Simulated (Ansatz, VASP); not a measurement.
# Two plane-wave programs on ZnS

```
CELL_PARAMETERS angstrom
0.00000 2.69410 2.69410
2.69410 0.00000 2.69410
2.69410 2.69410 0.00000
ATOMIC_POSITIONS crystal
Zn 0.25000 0.25000 0.25000
S 0.00000 0.00000 0.00000
```

Alike in both runs: task single point; functional r2SCAN; k mesh 8 × 8 × 8; no spin polarisation.

```csv
,VASP,Ansatz
version,VASP 6.6.1,Ansatz 0.2.0
potentials or method,"VASP PAW PBE potentials, release 64 (Zn, S)","plane waves, PAW"
plane-wave cutoff (eV),520,500
occupations,"gaussian, width 0.01 eV",fixed
valence electrons in the cell,18,18
```

Ansatz gave:

* gap on the k mesh at the Fermi level (eV): 2.71
* pressure (GPa): 0.0

Q: What did VASP give for the same quantities?

A: gap on the k mesh at the Fermi level (eV): 2.72; pressure (GPa): 0.0.

VASP's potentials were made for PBE, not for r2SCAN.
